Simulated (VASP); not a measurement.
# SiC (P6_3mc) in VASP: a series of runs, part 2 of 3

VASP 6.6.1. The steps go on from the part before.

### 3 Electric field gradients, r2SCAN

Input file POSCAR:

```
SiC
1.0
    3.0950000000      0.0000000000      0.0000000000
   -1.5475000000      2.6803486247      0.0000000000
    0.0000000000      0.0000000000     15.1700000000
Si C
6 6
Direct
    0.0000000000      0.0000000000      0.1250484250
    0.0000000000      0.0000000000      0.6250484250
    0.3333333333      0.6666666667      0.2918257749
    0.6666666667      0.3333333333      0.7918257749
    0.3333333333      0.6666666667      0.9583152731
    0.6666666667      0.3333333333      0.4583152731
    0.0000000000      0.0000000000     -0.0003283977
    0.0000000000      0.0000000000      0.4996716023
    0.3333333333      0.6666666667      0.1668332770
    0.6666666667      0.3333333333      0.6668332770
    0.3333333333      0.6666666667      0.8333056477
    0.6666666667      0.3333333333      0.3333056477
```

Input file INCAR.step1:

```
ALGO = Normal ; EDIFF = 1E-4
ENCUT = 520 ; GGA = PE
ISMEAR = -1 ; LASPH = True
LCHARG = False ; LREAL = False
LWAVE = True ; NBANDS = 36
NELM = 60 ; PREC = Accurate
SIGMA = 0.02
```

Input file INCAR.step2:

```
ALGO = Normal ; EDIFF = 1E-8
ENCUT = 520 ; ISIF = 2
ISMEAR = -1 ; ISTART = 1
LASPH = True ; LCHARG = False
LEFG = True ; LMIXTAU = True
LREAL = False ; LWAVE = False
METAGGA = R2SCAN ; NBANDS = 36
NELM = 60 ; PREC = Accurate
SIGMA = 0.02
```

Input file KPOINTS:

```
k-points
0
Gamma
  10 10 2
```

Potentials or basis: VASP PAW PBE potentials, release 64 (Si, C).

Run with:

```bash
> cat potpaw_PBE.64/Si/POTCAR potpaw_PBE.64/C/POTCAR > POTCAR
> cp INCAR.step1 INCAR
> mpirun -np 1 vasp_std > vasp.out
> cp INCAR.step2 INCAR
> mpirun -np 1 vasp_std > vasp.out
```

OUTCAR:

```text
EDIFF = 1E-8
   ENCUT = 520
   ISIF = 2
   ISMEAR = -1
   ISTART = 1
   LASPH = True
   LREAL = False
   METAGGA = R2SCAN
   NELM = 60
   PREC = Accurate

 ion  position               nearest neighbor table
   1  0.000  0.000  0.125-   9 1.90   9 1.90   9 1.90   7 1.90   5 3.10   5 3.10   5 3.10   3 3.10
                             3 3.10   3 3.10
   2  0.000  0.000  0.625-  10 1.90  10 1.90  10 1.90   8 1.90   6 3.10   6 3.10   6 3.10   4 3.10
                             4 3.10   4 3.10
   3  0.333  0.667  0.292-  12 1.89  12 1.89  12 1.89   9 1.90   6 3.09   6 3.09   6 3.09   1 3.10
                             1 3.10   1 3.10
   4  0.667  0.333  0.792-  11 1.89  11 1.89  11 1.89  10 1.90   5 3.09   5 3.09   5 3.09   2 3.10
                             2 3.10   2 3.10
   5  0.333  0.667  0.958-   7 1.89   7 1.89   7 1.89  11 1.90   4 3.09   4 3.09   4 3.09   1 3.10
                             1 3.10   1 3.10
   6  0.667  0.333  0.458-   8 1.89   8 1.89   8 1.89  12 1.90   3 3.09   3 3.09   3 3.09   2 3.10
                             2 3.10   2 3.10
   7  0.000  0.000  1.000-   5 1.89   5 1.89   5 1.89   1 1.90
   8  0.000  0.000  0.500-   6 1.89   6 1.89   6 1.89   2 1.90
   9  0.333  0.667  0.167-   1 1.90   1 1.90   1 1.90   3 1.90
  10  0.667  0.333  0.667-   2 1.90   2 1.90   2 1.90   4 1.90
  11  0.333  0.667  0.833-   4 1.89   4 1.89   4 1.89   5 1.90
  12  0.667  0.333  0.333-   3 1.89   3 1.89   3 1.89   6 1.90

  LATTYP: Found a hexagonal cell.
 ALAT       =     3.0950000000
 C/A-ratio  =     4.9014539580

  Lattice vectors:

 A1 = (   3.0950000000,   0.0000000000,   0.0000000000)
 A2 = (  -1.5475000000,   2.6803486247,   0.0000000000)
 A3 = (   0.0000000000,   0.0000000000,  15.1700000000)

Analysis of symmetry for initial positions (statically):
=====================================================================
 Subroutine PRICEL returns:
 Original cell was already a primitive cell.

 Routine SETGRP: Setting up the symmetry group for a
 hexagonal supercell.

 Subroutine GETGRP returns: Found 12 space group operations
[... 1161 lines left out ...]
     -0.00000      1.78690      2.53086        -0.000000     -0.000000     -0.002204
      1.54750      0.89345     10.11586         0.000000     -0.000000     -0.002204
     -0.00000      1.78690     12.64125        -0.000000     -0.000000     -0.004781
      1.54750      0.89345      5.05625        -0.000000     -0.000000     -0.004781
 -----------------------------------------------------------------------------------
    total drift:                                0.000000      0.000000     -0.002392

  FREE ENERGIE OF THE ION-ELECTRON SYSTEM (eV)
  ---------------------------------------------------
  free  energy   TOTEN  =      -115.9432162352 eV

  energy  without entropy=     -115.9432162351  energy(sigma->0) =     -115.94321624

 Electric field gradients (V/A^2)
---------------------------------------------------------------------
 ion       V_xx      V_yy      V_zz      V_xy      V_xz      V_yz
---------------------------------------------------------------------
   1       0.386     0.386    -0.772    -0.000     0.000    -0.000
   2       0.386     0.386    -0.772    -0.000    -0.000     0.000
   3      -0.808    -0.808     1.617    -0.000     0.000    -0.000
   4      -0.808    -0.808     1.617    -0.000    -0.000     0.000
   5      -1.195    -1.196     2.391    -0.000    -0.000     0.000
   6      -1.195    -1.196     2.391    -0.000     0.000    -0.000
   7      -0.972    -0.972     1.944    -0.000    -0.000     0.000
   8      -0.972    -0.972     1.944    -0.000     0.000    -0.000
   9      -0.121    -0.122     0.243    -0.000     0.000    -0.000
  10      -0.121    -0.122     0.243    -0.000    -0.000     0.000
  11       0.013     0.013    -0.026    -0.000    -0.000     0.000
  12       0.013     0.013    -0.026    -0.000     0.000    -0.000
---------------------------------------------------------------------

 Electric field gradients after diagonalization (V/A^2)
 (convention: |V_zz| > |V_xx| > |V_yy|)
----------------------------------------------------------------------
 ion       V_xx      V_yy      V_zz     asymmetry (V_yy - V_xx)/ V_zz
----------------------------------------------------------------------
   1       0.386     0.386    -0.772       0.000
   2       0.386     0.386    -0.772       0.000
   3      -0.808    -0.808     1.617       0.000
   4      -0.808    -0.808     1.617       0.000
   5      -1.196    -1.195     2.391       0.000
   6      -1.196    -1.195     2.391       0.000
   7      -0.972    -0.972     1.944       0.000
   8      -0.972    -0.972     1.944       0.000
   9      -0.122    -0.121     0.243       0.002
  10      -0.122    -0.121     0.243       0.002
  11       0.013     0.013    -0.026       0.022
  12       0.013     0.013    -0.026       0.022
----------------------------------------------------------------------

           NMR quadrupolar parameters

 Cq : quadrupolar parameter    Cq=e*Q*V_zz/h
 eta: asymmetry parameters     (V_yy - V_xx)/ V_zz
 Q  : nuclear electric quadrupole moment in mb (millibarn)
----------------------------------------------------------------------
 ion       Cq(MHz)       eta       Q (mb)
----------------------------------------------------------------------
   1      -0.002       0.000       1.000
   2      -0.002       0.000       1.000
   3       0.004       0.000       1.000
   4       0.004       0.000       1.000
   5       0.006       0.000       1.000
   6       0.006       0.000       1.000
   7       0.005       0.000       1.000
   8       0.005       0.000       1.000
   9       0.001       0.002       1.000
  10       0.001       0.002       1.000
  11      -0.000       0.022       1.000
  12      -0.000       0.022       1.000
----------------------------------------------------------------------
```

OUTCAR.step1:

```text
EDIFF = 1E-4
   ENCUT = 520
   GGA = PE
   ISMEAR = -1
   LASPH = True
   LREAL = False
[... 1204 lines left out ...]
      1.54750      0.89345     10.11586        -0.000000      0.000000     -0.009200
     -0.00000      1.78690     12.64125        -0.000000      0.000000     -0.005165
      1.54750      0.89345      5.05625         0.000000     -0.000000     -0.005165
 -----------------------------------------------------------------------------------
    total drift:                                0.000000      0.000000     -0.001195

  FREE ENERGIE OF THE ION-ELECTRON SYSTEM (eV)
  ---------------------------------------------------
  free  energy   TOTEN  =       -90.3731452666 eV

  energy  without entropy=      -90.3731452666  energy(sigma->0) =      -90.37314527
```

Run time: 5.1 min. Hardware: 1 thread of Intel Xeon 6975P-C (Granite Rapids), shared host; peak memory 0.32 GiB.

What came out:

- Free energy: -115.9432 eV
- Pressure: -3.5 GPa
- Largest force: 0.008 eV/Å
- Band gap on the k mesh: 2.40 eV (least direct gap 3.55 eV)
- Largest electric field gradient by atom: Si -0.8, +1.6, +2.4 (each value once); C +1.9, +0.2, -0.0 (each value once) V/Å²

Forces in eV/Å, atoms in the order of the input:
```
Si   0.000  0.000  0.008
Si   0.000  0.000  0.008
Si   0.000  0.000  0.005
Si   0.000  0.000  0.005
Si   0.000  0.000  0.000
Si   0.000  0.000  0.000
C    0.000  0.000 -0.005
C    0.000  0.000 -0.005
C    0.000  0.000 -0.002
C    0.000  0.000 -0.002
C    0.000  0.000 -0.005
C    0.000  0.000 -0.005
```

Electric field gradients, principal values (V/Å²):
```
atom   least  middle  greatest (by size)
1 Si   0.386   0.386              -0.772
2 Si   0.386   0.386              -0.772
3 Si  -0.808  -0.808               1.617
4 Si  -0.808  -0.808               1.617
5 Si  -1.195  -1.196               2.391
6 Si  -1.195  -1.196               2.391
 7 C  -0.972  -0.972               1.944
 8 C  -0.972  -0.972               1.944
 9 C  -0.121  -0.122               0.243
10 C  -0.121  -0.122               0.243
11 C   0.013   0.013              -0.026
12 C   0.013   0.013              -0.026
```

Caveat: the cell stands under tension; without QUAD_EFG the Cq values of the log hold for a quadrupole moment of 1 mb, not for the nuclei; the PAW data sets were made with another functional, which shifts forces and pressure a little.

### 4 Electric field gradients, PBE

Input file INCAR:

```
SYSTEM = SiC
ALGO = Normal
EDIFF = 1E-8
ENCUT = 520
GGA = PE
ISIF = 2
ISMEAR = -1
LASPH = .True.
LCHARG = .False.
LEFG = .True.
LREAL = .False.
LWAVE = .False.
NBANDS = 36
NELECT = 49.0
NELM = 60
PREC = Accurate
SIGMA = 0.02
```

Input file KPOINTS:

```
k-points
0
Gamma
  10 10 2
  0 0 0
```

Input file POSCAR:

```
SiC
1.0
    3.0950000000      0.0000000000      0.0000000000
   -1.5475000000      2.6803486247      0.0000000000
    0.0000000000      0.0000000000     15.1700000000
Si C
6 6
Direct
    0.0000000000      0.0000000000      0.1250000000
    0.0000000000      0.0000000000      0.6250000000
    0.3333333333      0.6666666667      0.2917000000
    0.6666666667      0.3333333333      0.7917000000
    0.3333333333      0.6666666667      0.9583000000
    0.6666666667      0.3333333333      0.4583000000
    0.0000000000      0.0000000000      0.0000000000
    0.0000000000      0.0000000000      0.5000000000
    0.3333333333      0.6666666667      0.1667000000
    0.6666666667      0.3333333333      0.6667000000
    0.3333333333      0.6666666667      0.8333000000
    0.6666666667      0.3333333333      0.3333000000
```

Potentials or basis: VASP PAW PBE potentials, release 64 (Si, C).

Run with:

```bash
> cat potpaw_PBE.64/Si/POTCAR potpaw_PBE.64/C/POTCAR > POTCAR
> mpirun -np 1 vasp_std > vasp.out
```

OUTCAR:

```text
SYSTEM = SiC
   EDIFF = 1E-8
   ENCUT = 520
   GGA = PE
   ISIF = 2
   ISMEAR = -1
   LASPH = .True.
   LREAL = .False.
   NELECT = 49.0
   NELM = 60
   PREC = Accurate

 ion  position               nearest neighbor table
   1  0.000  0.000  0.125-   9 1.90   9 1.90   9 1.90   7 1.90   5 3.10   3 3.10   3 3.10   5 3.10
                             5 3.10   3 3.10
   2  0.000  0.000  0.625-  10 1.90  10 1.90  10 1.90   8 1.90   6 3.10   4 3.10   6 3.10   4 3.10
                             4 3.10   6 3.10
   3  0.333  0.667  0.292-  12 1.90  12 1.90  12 1.90   9 1.90   6 3.10   6 3.10   6 3.10   1 3.10
                             1 3.10   1 3.10
   4  0.667  0.333  0.792-  11 1.90  11 1.90  11 1.90  10 1.90   5 3.10   5 3.10   5 3.10   2 3.10
                             2 3.10   2 3.10
   5  0.333  0.667  0.958-   7 1.90   7 1.90   7 1.90  11 1.90   4 3.10   4 3.10   4 3.10   1 3.10
                             1 3.10   1 3.10
   6  0.667  0.333  0.458-   8 1.90   8 1.90   8 1.90  12 1.90   3 3.10   3 3.10   3 3.10   2 3.10
                             2 3.10   2 3.10
   7  0.000  0.000  0.000-   5 1.90   5 1.90   5 1.90   1 1.90
   8  0.000  0.000  0.500-   6 1.90   6 1.90   6 1.90   2 1.90
   9  0.333  0.667  0.167-   1 1.90   1 1.90   1 1.90   3 1.90
  10  0.667  0.333  0.667-   2 1.90   2 1.90   2 1.90   4 1.90
  11  0.333  0.667  0.833-   4 1.90   4 1.90   4 1.90   5 1.90
  12  0.667  0.333  0.333-   3 1.90   3 1.90   3 1.90   6 1.90

  LATTYP: Found a hexagonal cell.
 ALAT       =     3.0950000000
 C/A-ratio  =     4.9014539580

  Lattice vectors:

 A1 = (   3.0950000000,   0.0000000000,   0.0000000000)
 A2 = (  -1.5475000000,   2.6803486247,   0.0000000000)
 A3 = (   0.0000000000,   0.0000000000,  15.1700000000)

Analysis of symmetry for initial positions (statically):
=====================================================================
 Subroutine PRICEL returns:
 Original cell was already a primitive cell.

 Routine SETGRP: Setting up the symmetry group for a
 hexagonal supercell.
[... 1162 lines left out ...]
      0.00000      0.00000      7.58500        -0.000000     -0.000000      0.069366
     -0.00000      1.78690      2.52884        -0.000000     -0.000000     -0.074859
      1.54750      0.89345     10.11384         0.000000      0.000000     -0.074859
     -0.00000      1.78690     12.64116         0.000000     -0.000000      0.004812
      1.54750      0.89345      5.05616         0.000000      0.000000      0.004812
 -----------------------------------------------------------------------------------
    total drift:                                0.000000      0.000000     -0.000649

  FREE ENERGIE OF THE ION-ELECTRON SYSTEM (eV)
  ---------------------------------------------------
  free  energy   TOTEN  =       -79.8102362378 eV

  energy  without entropy=      -79.8074334342  energy(sigma->0) =      -79.80883484

 Electric field gradients (V/A^2)
---------------------------------------------------------------------
 ion       V_xx      V_yy      V_zz      V_xy      V_xz      V_yz
---------------------------------------------------------------------
   1      -0.430    -0.430     0.861    -0.000     0.000    -0.000
   2      -0.430    -0.430     0.861    -0.000    -0.000     0.000
   3      -0.339    -0.339     0.678    -0.000     0.000    -0.000
   4      -0.339    -0.339     0.678    -0.000    -0.000     0.000
   5       0.717     0.716    -1.433    -0.000    -0.000     0.000
   6       0.717     0.716    -1.433    -0.000     0.000    -0.000
   7       0.191     0.191    -0.383    -0.000    -0.000     0.000
   8       0.191     0.191    -0.383    -0.000     0.000    -0.000
   9      -0.152    -0.153     0.305    -0.000     0.000    -0.000
  10      -0.152    -0.153     0.305    -0.000    -0.000     0.000
  11      -0.398    -0.398     0.796    -0.000    -0.000     0.000
  12      -0.398    -0.398     0.796    -0.000     0.000    -0.000
---------------------------------------------------------------------

 Electric field gradients after diagonalization (V/A^2)
 (convention: |V_zz| > |V_xx| > |V_yy|)
----------------------------------------------------------------------
 ion       V_xx      V_yy      V_zz     asymmetry (V_yy - V_xx)/ V_zz
----------------------------------------------------------------------
   1      -0.430    -0.430     0.861       0.000
   2      -0.430    -0.430     0.861       0.000
   3      -0.339    -0.339     0.678       0.000
   4      -0.339    -0.339     0.678       0.000
   5       0.717     0.716    -1.433       0.000
   6       0.717     0.716    -1.433       0.000
   7       0.192     0.191    -0.383       0.002
   8       0.192     0.191    -0.383       0.002
   9      -0.153    -0.152     0.305       0.002
  10      -0.153    -0.152     0.305       0.002
  11      -0.398    -0.398     0.796       0.001
  12      -0.398    -0.398     0.796       0.001
----------------------------------------------------------------------

           NMR quadrupolar parameters

 Cq : quadrupolar parameter    Cq=e*Q*V_zz/h
 eta: asymmetry parameters     (V_yy - V_xx)/ V_zz
 Q  : nuclear electric quadrupole moment in mb (millibarn)
----------------------------------------------------------------------
 ion       Cq(MHz)       eta       Q (mb)
----------------------------------------------------------------------
   1       0.002       0.000       1.000
   2       0.002       0.000       1.000
   3       0.002       0.000       1.000
   4       0.002       0.000       1.000
   5      -0.003       0.000       1.000
   6      -0.003       0.000       1.000
   7      -0.001       0.002       1.000
   8      -0.001       0.002       1.000
   9       0.001       0.002       1.000
  10       0.001       0.002       1.000
  11       0.002       0.001       1.000
  12       0.002       0.001       1.000
----------------------------------------------------------------------
```

OSZICAR:

```text
N       E                     dE             d eps       ncg     rms          rms(c)
DAV:   1     0.137490346338E+03    0.13749E+03   -0.22090E+04  2016   0.122E+03
DAV:   2    -0.785866301320E+02   -0.21608E+03   -0.20470E+03  2692   0.211E+02
DAV:   3    -0.907371087099E+02   -0.12150E+02   -0.12061E+02  2664   0.470E+01
DAV:   4    -0.909240805240E+02   -0.18697E+00   -0.18639E+00  2584   0.666E+00
DAV:   5    -0.909278721792E+02   -0.37917E-02   -0.37888E-02  2580   0.920E-01    0.213E+01
DAV:   6    -0.800680734127E+02    0.10860E+02   -0.33147E+01  2484   0.214E+01    0.952E+00
DAV:   7    -0.798670232439E+02    0.20105E+00   -0.31087E+00  2700   0.681E+00    0.407E+00
DAV:   8    -0.798153626308E+02    0.51661E-01   -0.17914E-01  2452   0.172E+00    0.132E+00
DAV:   9    -0.798095851705E+02    0.57775E-02   -0.25121E-02  2524   0.753E-01    0.179E-01
DAV:  10    -0.798101274739E+02   -0.54230E-03   -0.26343E-03  2496   0.219E-01    0.103E-01
DAV:  11    -0.798102334675E+02   -0.10599E-03   -0.32883E-04  2452   0.917E-02    0.221E-02
DAV:  12    -0.798102341936E+02   -0.72604E-06   -0.19205E-05  2628   0.209E-02    0.106E-02
DAV:  13    -0.798102350255E+02   -0.83193E-06   -0.26996E-06  2588   0.796E-03    0.246E-03
DAV:  14    -0.798102360857E+02   -0.10602E-05   -0.40057E-07  2456   0.287E-03    0.124E-03
DAV:  15    -0.798102362916E+02   -0.20583E-06   -0.47486E-08  2528   0.109E-03    0.914E-04
DAV:  16    -0.798102362584E+02    0.33158E-07   -0.38799E-09  1440   0.336E-04    0.389E-04
DAV:  17    -0.798102362457E+02    0.12734E-07   -0.17013E-09  1432   0.216E-04    0.874E-05
DAV:  18    -0.798102362378E+02    0.78226E-08   -0.35267E-10  1392   0.100E-04
   1 F= -.79810236E+02 E0= -.79808835E+02  d E =-.280280E-02
```

It took 1.8 min on 1 thread of AMD EPYC 9R45 (Zen 5), shared host; peak memory 0.25 GiB.

Results:

| Property | Result |
| --- | --- |
| Free energy | -79.8102 eV |
| Largest force | 0.402 eV/Å |
| Largest electric field gradient by atom | Si +0.9, +0.7, -1.4 (each value once); C -0.4, +0.3, +0.8 (each value once) V/Å² |

Forces on the atoms (eV/Å):
```
Si   0.000  0.000  0.294
Si   0.000  0.000  0.294
Si   0.000  0.000  0.109
Si   0.000  0.000  0.109
Si   0.000  0.000 -0.402
Si   0.000  0.000 -0.402
C    0.000  0.000  0.069
C    0.000  0.000  0.069
C    0.000  0.000 -0.075
C    0.000  0.000 -0.075
C    0.000  0.000  0.005
C    0.000  0.000  0.005
```

Electric field gradients, principal values (V/Å²):
```
atom   least  middle  greatest (by size)
1 Si  -0.430  -0.430               0.861
2 Si  -0.430  -0.430               0.861
3 Si  -0.339  -0.339               0.678
4 Si  -0.339  -0.339               0.678
5 Si   0.716   0.717              -1.433
6 Si   0.716   0.717              -1.433
 7 C   0.191   0.192              -0.383
 8 C   0.191   0.192              -0.383
 9 C  -0.152  -0.153               0.305
10 C  -0.152  -0.153               0.305
11 C  -0.398  -0.398               0.796
12 C  -0.398  -0.398               0.796
```

Caveat: the cell carries a net charge on a neutralising background, which shifts energy and pressure; the cell is charged against a uniform background, so pressure and absolute levels hang on convention; without QUAD_EFG the Cq values of the log hold for a quadrupole moment of 1 mb, not for the nuclei.

[end of part 2 of 3]
